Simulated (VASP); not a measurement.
Set up this calculation in VASP 6.6.1, as the native input.

| Item | Value |
| --- | --- |
| Task | single point |
| Functional | PBE |
| Potentials or basis | VASP PAW PBE potentials, release 64 (Pd) |
| Cutoff | 520 eV |
| k mesh | 20 × 20 × 20 |
| Occupations | gaussian, width 0.15 eV |
| Spin | no spin polarisation |
| Dipole correction | no |
| Further INCAR settings | ALGO = Normal; EDIFF = 1e-06; NBANDS = 11 |

The structure of Pd lies in POSCAR:

```
Pd
1.0
    0.0000000000      1.8962775000      1.8476550000
    1.8962775000      0.0000000000      1.8476550000
    1.8962775000      1.8962775000      0.0000000000
Pd
1
Direct
    0.0000000000      0.0000000000      0.0000000000
```

This cell differs from its parent crystal: strain -0.025 along x and y, -0.050 along z.

One way to write it, as run:

INCAR

```
ALGO = Normal
EDIFF = 1E-6
ENCUT = 520
GGA = PE
ISIF = 2
ISMEAR = 0
LASPH = True
LCHARG = True
LELF = True
LREAL = False
LVHAR = True
LWAVE = False
NBANDS = 11
NELM = 100
PREC = Accurate
SIGMA = 0.15
```

KPOINTS

```
k-points
0
Gamma
  20 20 20
```

Potentials or basis: VASP PAW PBE potentials, release 64 (Pd).

Command:

```bash
$ cat potpaw_PBE.64/Pd/POTCAR > POTCAR
$ mpirun -np 1 vasp_std > vasp.out
```

Results of the run:

| Quantity | Value |
| --- | --- |
| Pressure | 34.9 GPa |
| Band gap on the k mesh | zero (band 5 reaches 12.11 eV, above the bottom of band 6 at 10.15 eV) |

Caveat: the cell differs from its parent crystal (strain -0.025 along x and y, -0.050 along z).

It took 29 s on 1 thread of Intel(R) Xeon(R) 6975P-C (Granite Rapids), on a shared host, peak memory 0.2 GiB.
